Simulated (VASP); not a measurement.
# Ge (R-3m) in VASP: a series of runs, part 2 of 2

VASP 6.6.1.

### 4 Single point, r2SCAN (epitaxial 111 strain -4.0%)

File POSCAR:

```
Ge
1.0
    0.1031332257      2.8265317973      2.8265317973
    2.8265317973      0.1031332257      2.8265317973
    2.8265317973      2.8265317973      0.1031332257
Ge
2
Direct
    0.0023983556      0.0023983556      0.0023983556
    0.2476016444      0.2476016444      0.2476016444
```

File INCAR.step1:

```
  PREC = Accurate
  ENCUT = 520
  ISMEAR = -1
  SIGMA = 0.02
  LREAL = False
  LASPH = True
  NELM = 100
  NBANDS = 21
  GGA = PE
  ALGO = Normal
  EDIFF = 1E-4
  LWAVE = True
  LCHARG = False
```

File INCAR.step2:

```
  PREC = Accurate
  ENCUT = 520
  EDIFF = 1E-7
  ISMEAR = -1
  SIGMA = 0.02
  LREAL = False
  LASPH = True
  NELM = 100
  ALGO = Normal
  ISIF = 2
  LWAVE = False
  LCHARG = True
  METAGGA = R2SCAN
  LMIXTAU = True
  LELF = True
  LVHAR = True
  NBANDS = 21
  ISTART = 1
```

File KPOINTS:

```
regular mesh
0
Gamma
  8 8 8
```

Potentials or basis: VASP PAW PBE potentials, release 64 (Ge_d).

The run is started by

```console
$ cat potpaw_PBE.64/Ge_d/POTCAR > POTCAR
$ cp INCAR.step1 INCAR
$ mpirun -np 1 vasp_std > vasp.out
$ cp INCAR.step2 INCAR
$ mpirun -np 1 vasp_std > vasp.out
```

OUTCAR:

```text
PREC = Accurate
   ENCUT = 520
   EDIFF = 1E-7
   ISMEAR = -1
   LREAL = False
   LASPH = True
   NELM = 100
   ISIF = 2
   METAGGA = R2SCAN
   ISTART = 1

 ion  position               nearest neighbor table
   1  0.002  0.002  0.002-   2 2.39   2 2.39   2 2.39   2 2.44
   2  0.248  0.248  0.248-   1 2.39   1 2.39   1 2.39   1 2.44

  LATTYP: Found a trigonal (rhomboedric) cell.
 ALAT       =     3.9986498302
 COS(alpha) =     0.5361306654

  Lattice vectors:

 A1 = (   0.1031332257,   2.8265317973,   2.8265317973)
 A2 = (   2.8265317973,   0.1031332257,   2.8265317973)
 A3 = (   2.8265317973,   2.8265317973,   0.1031332257)

Analysis of symmetry for initial positions (statically):
=====================================================================
 Subroutine PRICEL returns:
 Original cell was already a primitive cell.

 Routine SETGRP: Setting up the symmetry group for a
 trigonal (rhombohedral) supercell.

 Subroutine GETGRP returns: Found 12 space group operations
 (whereof  6 operations were pure point group operations)
 out of a pool of 12 trial point group operations.

The static configuration has the point symmetry C_3v.
 The point group associated with its full space group is D_3d.

Analysis of symmetry for dynamics (positions and initial velocities):
=====================================================================
 Subroutine PRICEL returns:
 Original cell was already a primitive cell.

 Routine SETGRP: Setting up the symmetry group for a
 trigonal (rhombohedral) supercell.

 Subroutine GETGRP returns: Found 12 space group operations
 (whereof  6 operations were pure point group operations)
 out of a pool of 12 trial point group operations.

The dynamic configuration has the point symmetry C_3v.
 The point group associated with its full space group is D_3d.

 Subroutine INISYM returns: Found 12 space group operations
 (whereof  6 operations are pure point group operations),
 and found     1 'primitive' translations

----------------------------------------------------------------------------------------

                                     Primitive cell

  volume of cell :      42.6931

  direct lattice vectors                    reciprocal lattice vectors
     0.103133226  2.826531797  2.826531797    -0.186883572  0.180304695  0.180304695
     2.826531797  0.103133226  2.826531797     0.180304695 -0.186883572  0.180304695
     2.826531797  2.826531797  0.103133226     0.180304695  0.180304695 -0.186883572

  length of vectors
     3.998649830  3.998649830  3.998649830     0.316140847  0.316140847  0.316140847

  position of ions in fractional coordinates (direct lattice)
     0.002398356  0.002398356  0.002398356
     0.247601644  0.247601644  0.247601644

  ion indices of the primitive-cell ions
   primitive index   ion index
                 1           1
                 2           2

----------------------------------------------------------------------------------------

 KPOINTS: regular mesh

Automatic generation of k-mesh.
 Grid dimensions read from file:
 generate k-points for:    8    8    8

 Generating k-lattice:

  Cartesian coordinates                     Fractional coordinates (reciprocal lattice)
    -0.023360446  0.022538087  0.022538087     0.125000000  0.000000000  0.000000000
     0.022538087 -0.023360446  0.022538087     0.000000000  0.125000000  0.000000000
     0.022538087  0.022538087 -0.023360446     0.000000000  0.000000000  0.125000000

  Length of vectors
     0.039517606  0.039517606  0.039517606

  Shift w.r.t. Gamma in fractional coordinates (k-lattice)
     0.000000000  0.000000000  0.000000000

 Subroutine IBZKPT returns following result:
 ===========================================

 Found     65 irreducible k-points:

 Following reciprocal coordinates:
            Coordinates               Weight
  0.000000  0.000000  0.000000      1.000000
  0.125000  0.000000 -0.000000      6.000000
  0.250000  0.000000 -0.000000      6.000000
  0.375000  0.000000 -0.000000      6.000000
  0.500000  0.000000 -0.000000      3.000000
  0.125000  0.125000  0.000000      6.000000
[... 16 lines left out ...]
  0.250000  0.125000  0.125000      6.000000
  0.375000  0.125000  0.125000      6.000000
 [... further k-points ...]
   k-points           NKPTS =     65   k-points in BZ     NKDIM =     65   number of bands    NBANDS=     21
   number of dos      NEDOS =    301   number of ions     NIONS =      2
   total plane-waves  NPLWV =  27000
   dimension x,y,z NGX =    30 NGY =   30 NGZ =   30
   dimension x,y,z NGXF=    60 NGYF=   60 NGZF=   60
   ions per type =               2
   NGX,Y,Z   is equivalent  to a cutoff of  12.47, 12.47, 12.47 a.u.
   NGXF,Y,Z  is equivalent  to a cutoff of  24.95, 24.95, 24.95 a.u.
 SYSTEM =  unknown system
   PREC   = accura    normal or accurate (medium, high low for compatibility)
   ISTART =      1    job   : 0-new  1-cont  2-samecut
   ICHARG =      0    charge: 1-file 2-atom 10-const
   ISPIN  =      1    spin polarized calculation?
   LNONCOLLINEAR =      F non collinear calculations
   LSORBIT =      F    spin-orbit coupling
   LASPH  =      T    aspherical Exc in radial PAW
   ENCUT  =  520.0 eV  38.22 Ry    6.18 a.u.   7.43  7.43  7.43*2*pi/ulx,y,z
   NELM   =    100;   NELMIN=  2; NELMDL=  0     # of ELM steps
   EDIFF  = 0.1E-06   stopping-criterion for ELM
   LREAL  =      F    real-space projection
   EDIFFG = 0.1E-05   stopping-criterion for IOM
   NSW    =      0    number of steps for IOM
   IBRION =     -1    ionic relax: 0-MD 1-quasi-New 2-CG
   NFREE  =      0    steps in history (QN), initial steepest desc. (CG)
   ISIF   =      2    stress and relaxation
   ISYM   =      2    0-nonsym 1-usesym 2-fastsym
   POTIM  = 0.5000    time-step for ionic-motion
   TEBEG  =    0.0;   TEEND  =   0.0 temperature during run
   PSTRESS=    0.0 pullay stress
   NELECT =      28.0000    total number of electrons
   NUPDOWN=      -1.0000    fix difference up-down
   EMIN   =  10.00;   EMAX   =-10.00  energy-range for DOS
   EFERMI =   0.00;   METHOD = LEGACY
   ISMEAR =    -1;   SIGMA  =   0.02  broadening in eV -4-tet -1-fermi 0-gaus
   EFERMI_NEDOS =   21; number of points for ismear=-14 and -15
   IALGO  =     38    algorithm
   IMIX   =      4    mixing-type and parameters
     AMIX     =   0.40;   BMIX     =  1.00
     AMIX_MAG =   1.60;   BMIX_MAG =  1.00
  volume/ion in A,a.u.               =      21.35       144.05
  Fermi-wavevector in a.u.,A,eV,Ry     =   1.422356  2.687862 27.525881  2.023095
  Thomas-Fermi vector in A             =   2.543068
   LORBIT       =      0    0 simple, 1 ext, 2 COOP (PROOUT), +10 PAW based schemes
   METAGGA = R2SCAN    functional components
   LHFCALC =     F    Hartree Fock is set to
   AEXX    =    0.0000 exact exchange contribution
   IVDW    =     0    specifies the selected vdW correction
   LEPSILON=     F    determine dielectric tensor
   LRPA    =     F    only Hartree local field effects (RPA)
 non-spin polarized calculation
  energy-cutoff  :      520.00
  volume of cell :       42.69
 maximum number of plane-waves:      1161
 NGX is ok and might be reduce to    30
   NGX = 15   NGY = 15   NGZ = 15

 number of electron      27.9999997 magnetization

 Free energy of the ion-electron system (eV)
  ---------------------------------------------------
  ext. energy  EPLUGINS =         0.00000000
  ---------------------------------------------------
  free energy    TOTEN  =       -27.64324718 eV

  energy without entropy =      -27.64323117  energy(sigma->0) =      -27.64323918

 E-fermi :   5.7029     XC(G=0): -11.1313

 val. band max:        5.6079186165   @ k =   0.0000   0.0000   0.0000
 cond. band min:       5.8060662779   @ k =   0.5000   0.0000  -0.0000
 fundamental gap:      0.1981476614
 Fermi energy:         5.7028904816

 k-point     1 :       0.0000    0.0000    0.0000
  band No.  band energies     occupation
      1     -20.2038      2.00000
      2     -20.2038      2.00000
      3     -20.1535      2.00000
      4     -20.1427      2.00000
      5     -20.1427      2.00000
      6     -19.9289      2.00000
[... 13 lines left out ...]
     20      15.5098      0.00000
     21      15.5098      0.00000
[... 529 lines left out ...]
 k-point    24 :       0.3750    0.1250    0.1250
  band No.  band energies     occupation
      1     -20.2282      2.00000
      2     -20.2172      2.00000
      3     -20.1541      2.00000
      4     -20.1086      2.00000
      5     -20.0816      2.00000
      6     -19.9397      2.00000
[... 13 lines left out ...]
     20      14.6832      0.00000
     21      16.1763      0.00000

 [... further k-points ...]

------------------------ aborting loop because EDIFF is reached ----------------------------------------

  FORCE on cell =-STRESS in cart. coord.  units (eV):
  Direction    XX          YY          ZZ          XY          YZ          ZX
  --------------------------------------------------------------------------------------
  -------------------------------------------------------------------------------------
  Total        1.5480584      1.5480584      1.5480584     -0.7624490     -0.7624490     -0.7624490
  in kB       58.0951501     58.0951501     58.0951501    -28.6129954    -28.6129954    -28.6129954
  external PRESSURE =      58.0951501 kB  Pullay stress =       0.0000000 kB

 VOLUME and BASIS-vectors are now :
 -----------------------------------------------------------------------------
  energy-cutoff  :      520.00
  volume of cell :       42.69
      direct lattice vectors                 reciprocal lattice vectors
     0.103133226  2.826531797  2.826531797    -0.186883572  0.180304695  0.180304695
     2.826531797  0.103133226  2.826531797     0.180304695 -0.186883572  0.180304695
     2.826531797  2.826531797  0.103133226     0.180304695  0.180304695 -0.186883572

 POSITION                                       TOTAL-FORCE (eV/Angst)
 -----------------------------------------------------------------------------------
      0.01381      0.01381      0.01381         0.000934      0.000934      0.000934
      1.42524      1.42524      1.42524        -0.000934     -0.000934     -0.000934
 -----------------------------------------------------------------------------------
    total drift:                                0.000000      0.000000      0.000000

  FREE ENERGIE OF THE ION-ELECTRON SYSTEM (eV)
  ---------------------------------------------------
  free  energy   TOTEN  =       -27.6432471805 eV

  energy  without entropy=      -27.6432311729  energy(sigma->0) =      -27.64323918
```

It took 1.9 min on 1 thread of Intel Xeon 6975P-C (Granite Rapids), shared host; peak memory 0.19 GiB.

What came out:

```yaml
Free_energy: -27.6432 eV
Pressure: 5.8 GPa
Band_gap_on_the_k_mesh: 0.20 eV, indirect (least direct gap 0.48 eV)
```

Caveat: the cell differs from its parent crystal (epitaxial 111 strain -4.0%); the PAW data sets were made with another functional, which shifts forces and pressure a little. A k mesh can miss the band edges.

### 5 Single point, r2SCAN (epitaxial 111 strain +4.0%)

File POSCAR:

```
Ge
1.0
   -0.1026928930      2.8476555596      2.8476555596
    2.8476555596     -0.1026928930      2.8476555596
    2.8476555596      2.8476555596     -0.1026928930
Ge
2
Direct
   -0.0023425977     -0.0023425977     -0.0023425977
    0.2523425977      0.2523425977      0.2523425977
```

File INCAR.step1:

```
ALGO = Normal
EDIFF = 1E-4
ENCUT = 520
GGA = PE
ISMEAR = -1
LASPH = True
LCHARG = False
LREAL = False
LWAVE = True
NBANDS = 21
NELM = 60
PREC = Accurate
SIGMA = 0.02
```

File INCAR.step2:

```
ALGO = Normal
EDIFF = 1E-6
ENCUT = 520
ISIF = 2
ISMEAR = -1
ISTART = 1
LASPH = True
LCHARG = False
LMIXTAU = True
LREAL = False
LWAVE = False
METAGGA = R2SCAN
NBANDS = 21
NELM = 60
PREC = Accurate
SIGMA = 0.02
```

File KPOINTS:

```
k-points
0
Gamma
  8 8 8
```

The run is started by

```console
$ cat potpaw_PBE.64/Ge_d/POTCAR > POTCAR
$ cp INCAR.step1 INCAR
$ mpirun -np 1 vasp_std > vasp.out
$ cp INCAR.step2 INCAR
$ mpirun -np 1 vasp_std > vasp.out
```

Wall time 94 s (1 thread of Intel Xeon 6975P-C (Granite Rapids), shared host); peak memory 0.19 GiB.

Results (log left out):

- Free energy: -27.6679 eV
- Pressure: -3.6 GPa
- Largest force: 0.010 eV/Å
- Band gap on the k mesh: zero (band 14 reaches 4.00 eV, above the bottom of band 15 at 3.79 eV)

Forces on the atoms (eV/Å):
```
Ge  -0.006 -0.006 -0.006
Ge   0.006  0.006  0.006
```

Stress tensor (GPa, compression positive):
```
-3.63  1.84  1.84
 1.84 -3.63  1.84
 1.84  1.84 -3.63
```

Levels at points of the mesh, in eV from the Fermi level:
| k point | band 10 | band 11 | band 12 | band 13 | band 14 | band 15 | band 16 | band 17 | band 18 | band 19 |
| --- | --- | --- | --- | --- | --- | --- | --- | --- | --- | --- |
| (0.00, 0.00, 0.00) | -25.05 | -12.64 | -0.27 | -0.01 | -0.01 | 0.35 | 2.64 | 2.64 | 3.25 | 7.02 |
| (0.50, 0.00, 0.00) | -25.02 | -10.70 | -7.44 | -1.24 | -1.07 | 0.49 | 4.05 | 4.26 | 7.82 | 10.46 |
| (0.50, 0.50, 0.00) | -25.02 | -8.92 | -8.73 | -3.05 | -2.64 | 0.89 | 1.45 | 9.27 | 9.64 | 11.52 |
| (0.50, 0.50, 0.50) | -25.05 | -10.36 | -7.40 | -1.51 | -1.51 | -0.21 | 3.85 | 3.85 | 7.35 | 11.09 |

Caveat: the cell differs from its parent crystal (epitaxial 111 strain +4.0%); the PAW data sets were made with another functional, which shifts forces and pressure a little.

### 6 Summary

```csv
level,cell,gap on the mesh (eV),pressure (GPa),largest force (eV/Å)
PBE,"a = 3.999 Å, angles 57.6°, 2 atoms",none,8.7,0.08
PBE,"a = 4.029 Å, angles 62.4°, 2 atoms",none,-0.9,0.06
r2SCAN,"a = 3.999 Å, angles 57.6°, 2 atoms",0.20,5.8,-
r2SCAN,"a = 4.029 Å, angles 62.4°, 2 atoms",none,-3.6,0.01
```

Alike in all rows: task single point; potentials or basis VASP PAW PBE potentials, release 64 (Ge_d); no spin polarisation; k mesh 8 × 8 × 8; cutoff (eV) 520; smearing fermi-dirac 0.02 eV.

Caveats: the PAW data sets were made with another functional, which shifts forces and pressure a little (some runs).

Absolute energies hang on the potentials; compare differences alone.
